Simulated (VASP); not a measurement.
# Br (I4_1/amd) in VASP: single point with PBE

Aim: the single point of Br with PBE.

All numbers are computed with VASP 6.6.1; they aren't measurements. Logs are shortened: lines on timing, memory, paths and dates and some standing lists are left out, and cuts for length are marked.

**1. The cell of the first run**

Symmetry: I4_1/amd, No. 141, tetragonal system. The conventional cell has a = 5.701 Å, b = 5.701 Å, c = 3.900 Å, α = 90.00°, β = 90.00°, γ = 90.00°. Br (site symmetry -4m2) has 10 Br at 3.01 to 4.08 Å within 4.1 Å.

**2. Single point, PBE (31.69 Å³/atom)**

Contents of POSCAR:

```
Br
1.0
   -2.8505974029      2.8505974029      1.9501893662
    2.8505974029     -2.8505974029      1.9501893662
    2.8505974029      2.8505974029     -1.9501893662
Br
2
Direct
   -0.3750000000     -0.1250000000     -0.2500000000
    0.3750000000      0.1250000000      0.2500000000
```

Contents of INCAR.step1:

```
SYSTEM = Br
  ALGO = Normal
  EDIFF = 1E-6
  ENCUT = 520
  GGA = PE
  ISIF = 2
  ISMEAR = -1
  LASPH = .True.
  LCHARG = .True.
  LREAL = .False.
  LWAVE = .False.
  NBANDS = 14
  NELM = 100
  PREC = Accurate
  SIGMA = 0.1
```

Contents of KPOINTS.step1:

```
k-points
0
Gamma
  13 13 13
  0 0 0
```

Contents of INCAR.step2:

```
SYSTEM = Br
  ALGO = Normal
  EDIFF = 1E-6
  ENCUT = 520
  GGA = PE
  ICHARG = 11
  ISIF = 2
  ISMEAR = -5
  LASPH = .True.
  LCHARG = .False.
  LORBIT = 11
  LREAL = .False.
  LWAVE = .False.
  NEDOS = 2001
  NELM = 100
  PREC = Accurate
  SIGMA = 0.1
```

Contents of KPOINTS.step2:

```
k-points
0
Gamma
  20 20 20
  0 0 0
```

Potentials or basis: VASP PAW PBE potentials, release 64 (Br).

On the command line:

```
> cat potpaw_PBE.64/Br/POTCAR > POTCAR
> cp INCAR.step1 INCAR
> cp KPOINTS.step1 KPOINTS
> mpirun -np 1 vasp_std > vasp.out
> cp INCAR.step2 INCAR
> cp KPOINTS.step2 KPOINTS
> mpirun -np 1 vasp_std > vasp.out
```

OUTCAR:

```text
SYSTEM = Br
   EDIFF = 1E-6
   ENCUT = 520
   GGA = PE
   ICHARG = 11
   ISIF = 2
   ISMEAR = -5
   LASPH = .True.
   LORBIT = 11
   LREAL = .False.
   NELM = 100
   PREC = Accurate

 ion  position               nearest neighbor table
   1  0.625  0.875  0.750-
   2  0.375  0.125  0.250-

  LATTYP: Found a body centered tetragonal cell.
 ALAT       =     5.7011948058
 C/A-ratio  =     0.6841335659

  Lattice vectors:

 A1 = (  -2.8505974029,   2.8505974029,   1.9501893662)
 A2 = (   2.8505974029,  -2.8505974029,   1.9501893662)
 A3 = (   2.8505974029,   2.8505974029,  -1.9501893662)

Analysis of symmetry for initial positions (statically):
=====================================================================
 Subroutine PRICEL returns:
 Original cell was already a primitive cell.

 Routine SETGRP: Setting up the symmetry group for a
 body centered tetragonal supercell.

 Subroutine GETGRP returns: Found 16 space group operations
 (whereof  4 operations were pure point group operations)
 out of a pool of 16 trial point group operations.

The static configuration has the point symmetry C_2h.
 The point group associated with its full space group is D_4h.

Analysis of symmetry for dynamics (positions and initial velocities):
=====================================================================
 Subroutine PRICEL returns:
 Original cell was already a primitive cell.

 Routine SETGRP: Setting up the symmetry group for a
 body centered tetragonal supercell.

 Subroutine GETGRP returns: Found 16 space group operations
 (whereof  4 operations were pure point group operations)
 out of a pool of 16 trial point group operations.

The dynamic configuration has the point symmetry C_2h.
 The point group associated with its full space group is D_4h.

 Subroutine INISYM returns: Found 16 space group operations
 (whereof  4 operations are pure point group operations),
 and found     1 'primitive' translations

----------------------------------------------------------------------------------------

                                     Primitive cell

  volume of cell :      63.3882

  direct lattice vectors                    reciprocal lattice vectors
    -2.850597403  2.850597403  1.950189366     0.000000000  0.175401830  0.256385359
     2.850597403 -2.850597403  1.950189366     0.175401830  0.000000000  0.256385359
     2.850597403  2.850597403 -1.950189366     0.175401830  0.175401830  0.000000000

  length of vectors
     4.478286466  4.478286466  4.478286466     0.310643291  0.310643291  0.248055646

[... 99 lines left out ...]
   IALGO  =     38    algorithm
   IMIX   =      4    mixing-type and parameters
     AMIX     =   0.40;   BMIX     =  1.00
     AMIX_MAG =   1.60;   BMIX_MAG =  1.00
  volume/ion in A,a.u.               =      31.69       213.88
  Fermi-wavevector in a.u.,A,eV,Ry     =   0.989573  1.870022 13.323579  0.979255
  Thomas-Fermi vector in A             =   2.121182
   LORBIT       =     11    0 simple, 1 ext, 2 COOP (PROOUT), +10 PAW based schemes
   GGA     = PE    functional components
   LHFCALC =     F    Hartree Fock is set to
   AEXX    =    0.0000 exact exchange contribution
   IVDW    =     0    specifies the selected vdW correction
   LEPSILON=     F    determine dielectric tensor
   LRPA    =     F    only Hartree local field effects (RPA)
 non-spin polarized calculation
 Fermi weights with tetrahedron method with Bloechl corrections
  energy-cutoff  :      520.00
  volume of cell :       63.39
 maximum number of plane-waves:      1727
 NGX is ok and might be reduce to    36

 number of electron      14.0000000 magnetization

 Free energy of the ion-electron system (eV)
  ---------------------------------------------------
  ext. energy  EPLUGINS =         0.00000000
  ---------------------------------------------------
  free energy    TOTEN  =        -2.29547282 eV

  energy without entropy =       -2.29547282  energy(sigma->0) =       -2.29547282

 E-fermi :   0.5511     XC(G=0):  -8.2958

 val. band max:        0.5605327874   @ k =  -0.1000   0.0500  -0.0000
 cond. band min:       0.5141860231   @ k =   0.5000   0.5000   0.2000
 fundamental gap:     -0.0463467643
 Fermi energy:         0.5510584291

 k-point     1 :       0.0000    0.0000    0.0000
  band No.  band energies     occupation
      1     -14.8449      2.00000
      2     -12.6353      2.00000
      3      -2.9218      2.00000
      4      -2.9218      2.00000
      5      -0.6020      2.00000
      6      -0.4918      2.00000
      7       0.6754      0.00000
      8       0.6754      0.00000
      9       6.5889      0.00000
     10       6.7783      0.00000
     11       9.9507      0.00000
[... 309 lines left out ...]
 k-point    24 :      -0.3500    0.0500    0.0000
  band No.  band energies     occupation
      1     -14.3802      2.00000
      2     -13.0177      2.00000
      3      -3.1565      2.00000
      4      -2.6404      2.00000
      5      -1.9416      2.00000
      6      -0.8807      2.00000
      7       0.0504      2.00000
      8       0.6226     -0.00091
      9       8.0324      0.00000
     10       8.5662      0.00000
     11       9.6467      0.00000

 [... further k-points ...]

------------------------ aborting loop because EDIFF is reached ----------------------------------------

  FORCE on cell =-STRESS in cart. coord.  units (eV):
  Direction    XX          YY          ZZ          XY          YZ          ZX
  --------------------------------------------------------------------------------------
  -------------------------------------------------------------------------------------
  Total        0.0414226      0.0414226     -0.2001377     -0.0000000      0.0000000     -0.0000000
  in kB        1.0469832      1.0469832     -5.0586076     -0.0000000      0.0000000     -0.0000000
  external PRESSURE =      -0.9882137 kB  Pullay stress =       0.0000000 kB

 VOLUME and BASIS-vectors are now :
 -----------------------------------------------------------------------------
  energy-cutoff  :      520.00
  volume of cell :       63.39
      direct lattice vectors                 reciprocal lattice vectors
    -2.850597403  2.850597403  1.950189366     0.000000000  0.175401830  0.256385359
     2.850597403 -2.850597403  1.950189366     0.175401830  0.000000000  0.256385359
     2.850597403  2.850597403 -1.950189366     0.175401830  0.175401830  0.000000000

 POSITION                                       TOTAL-FORCE (eV/Angst)
 -----------------------------------------------------------------------------------
      2.85060      1.42530      1.46264         0.000000      0.000000      0.000000
      0.00000      1.42530      0.48755        -0.000000     -0.000000     -0.000000
 -----------------------------------------------------------------------------------
    total drift:                               -0.000000     -0.000000      0.000000

  FREE ENERGIE OF THE ION-ELECTRON SYSTEM (eV)
  ---------------------------------------------------
  free  energy   TOTEN  =        -2.2954728173 eV

  energy  without entropy=       -2.2954728173  energy(sigma->0) =       -2.29547282

 total charge

# of ion       s       p       d       tot
------------------------------------------
    1        1.648   3.015   0.016   4.680
    2        1.648   3.015   0.016   4.680
--------------------------------------------------
tot          3.297   6.030   0.033   9.359
```

OUTCAR.step1:

```text
SYSTEM = Br
   EDIFF = 1E-6
   ENCUT = 520
   GGA = PE
   ISIF = 2
   ISMEAR = -1
   LASPH = .True.
[... 632 lines left out ...]
      2.85060      1.42530      1.46264        -0.000000      0.000000      0.000000
      0.00000      1.42530      0.48755         0.000000     -0.000000     -0.000000
 -----------------------------------------------------------------------------------
    total drift:                               -0.000000     -0.000000      0.000000

  FREE ENERGIE OF THE ION-ELECTRON SYSTEM (eV)
  ---------------------------------------------------
  free  energy   TOTEN  =        -2.3593043992 eV

  energy  without entropy=       -2.2475570143  energy(sigma->0) =       -2.30343071
```

OSZICAR.step1:

```text
N       E                     dE             d eps       ncg     rms          rms(c)
DAV:   1     0.757542422533E+02    0.75754E+02   -0.57946E+03  5496   0.835E+02
DAV:   2     0.226060430900E+01   -0.73494E+02   -0.69872E+02  8020   0.147E+02
DAV:   3    -0.236372896087E+01   -0.46243E+01   -0.45635E+01  7078   0.411E+01
DAV:   4    -0.239937299856E+01   -0.35644E-01   -0.35630E-01  6634   0.440E+00
DAV:   5    -0.239964317207E+01   -0.27017E-03   -0.27017E-03  7330   0.379E-01    0.606E+00
DAV:   6    -0.236846604598E+01    0.31177E-01   -0.25275E-02  6988   0.835E-01    0.370E+00
DAV:   7    -0.235974976289E+01    0.87163E-02   -0.44858E-02  7114   0.112E+00    0.247E-01
DAV:   8    -0.235933148413E+01    0.41828E-03   -0.41791E-03  6370   0.341E-01    0.404E-02
DAV:   9    -0.235929978558E+01    0.31699E-04   -0.77952E-05  7036   0.469E-02    0.193E-02
DAV:  10    -0.235930462727E+01   -0.48417E-05   -0.65311E-06  6928   0.169E-02    0.108E-02
DAV:  11    -0.235930439917E+01    0.22810E-06   -0.19001E-06  5348   0.692E-03
   1 F= -.23593044E+01 E0= -.23034307E+01  d E =-.111747E+00
```

It took 3.4 min on 1 thread of Intel Xeon Platinum 8488C (Sapphire Rapids), shared host; peak memory 0.5 GiB.

What came out:

```
Valence electrons inside the program's atomic spheres : Br 4.68
```

Caveat: tetrahedron occupations give inexact forces and stress in metals.
